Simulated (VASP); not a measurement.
The system is Al2O3.

```
CELL_PARAMETERS angstrom
3.01748 0.00000 0.00000
-1.50874 2.61322 0.00000
0.00000 0.00000 7.57464
ATOMIC_POSITIONS crystal
Al 0.00000 0.00000 0.27795
Al 0.00000 0.00000 0.72205
O 0.33333 0.66667 0.19945
O 0.66667 0.33333 0.80055
O 0.00000 0.00000 0.50000
```

```yaml
Program: VASP 6.6.1
Task: relaxation of cell and atoms
Functional: LDA
Potentials_or_basis: VASP PAW LDA potentials, release 64 (Al, O)
Cutoff: 600 eV
k_mesh: 12 × 12 × 4
Occupations: gaussian, width 0.01 eV
Spin: no spin polarisation
```

At the start: pressure -7.8 GPa; volume 11.95 Å³/atom.

Question: How do energy, volume and symmetry change on relaxing?

Answer: Over 21 steps the energy falls by 15.6 meV/atom and the volume is 11.08 Å³/atom (-7.2 %); space group P-3m1 (No. 164, to 0.05 Å).

The path:
```csv
step,energy change (eV),largest force (eV/Å),pressure (GPa),volume (Å³)
1,0.0000,0.4312,-7.81,59.73
2,-0.0016,0.6556,8.80,54.83
3,-0.0699,0.2538,-0.15,57.19
4,-0.0642,0.5743,-0.15,56.93
5,-0.0719,0.0945,-0.17,57.10
6,-0.0725,0.0537,-0.05,57.00
7,-0.0726,0.0410,0.04,56.93
8,-0.0730,0.0365,-0.09,56.91
9,-0.0736,0.0218,-0.50,56.87
10,-0.0737,0.0834,-1.31,56.77
11,-0.0739,0.0546,-0.95,56.82
12,-0.0740,0.0545,-0.94,56.80
13,-0.0742,0.0542,-0.92,56.76
14,-0.0746,0.0539,-0.88,56.69
15,-0.0753,0.0539,-0.81,56.53
16,-0.0764,0.0728,-0.64,56.22
17,-0.0772,0.1473,-0.26,55.61
18,-0.0777,0.0156,-0.08,55.33
19,-0.0777,0.0101,-0.11,55.37
20,-0.0778,0.0085,-0.07,55.38
21,-0.0778,0.0047,0.05,55.42
```

Final structure:
```
Al O
1.0
     2.96470    0.00000    0.00000
    -1.48235    2.56751    0.00000
     0.00000    0.00000    7.28030
Al O
2 3
Direct
  0.00000 0.00000 0.27158
  0.00000 0.00000 0.72842
  0.33333 0.66667 0.19146
  0.66667 0.33333 0.80854
  0.00000 0.00000 0.50000
```
